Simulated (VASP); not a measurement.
## InPd: single point with PBEsol

The system is InPd.

```
CELL_PARAMETERS angstrom
3.21137 0.00000 0.00000
0.00000 3.21137 0.00000
0.00000 0.00000 3.21137
ATOMIC_POSITIONS crystal
In 0.00000 0.00000 0.00000
Pd 0.50000 0.50000 0.50000
```

- Program: VASP 6.6.1
- Task: single point
- Functional: PBEsol
- Potentials or basis: VASP PAW PBE potentials, release 64 (In_d, Pd)
- Cutoff: 500 eV
- k mesh: 8 × 8 × 8
- Occupations: fermi-dirac, width 0.05 eV
- Spin: no spin polarisation
- Dipole correction: no
- Further INCAR settings: ALGO = Normal; EDIFF = 1e-06; NBANDS = 18

| Property | Result |
| --- | --- |
| Pressure | 5.3 GPa |

Levels at points of the mesh, in eV from the Fermi level:
| k point | band 8 | band 9 | band 10 | band 11 | band 12 | band 13 | band 14 | band 15 | band 16 | band 17 |
| --- | --- | --- | --- | --- | --- | --- | --- | --- | --- | --- |
| (0.00, 0.00, 0.00) | -3.99 | -2.30 | -2.30 | -2.30 | 4.36 | 4.36 | 4.36 | 10.21 | 11.08 | 11.08 |
| (0.50, 0.00, 0.00) | -4.01 | -3.40 | -3.40 | -2.40 | -1.05 | 10.12 | 10.12 | 10.19 | 11.15 | 11.15 |
| (0.50, 0.50, 0.00) | -2.74 | -2.74 | -2.49 | -2.49 | -1.67 | 1.83 | 2.73 | 9.92 | 11.53 | 11.53 |
| (0.50, 0.50, 0.50) | -5.15 | -1.63 | -1.63 | 0.20 | 3.93 | 3.93 | 3.93 | 4.72 | 4.72 | 4.72 |

Run time: 5.1 s on 1 thread of Intel(R) Xeon(R) 6975P-C (Granite Rapids) (shared host), peak memory 0.15 GiB.

Caveat: the PAW data sets were made with another functional, which shifts forces and pressure a little; spin-orbit coupling is left out, which moves the levels of the heavy elements.
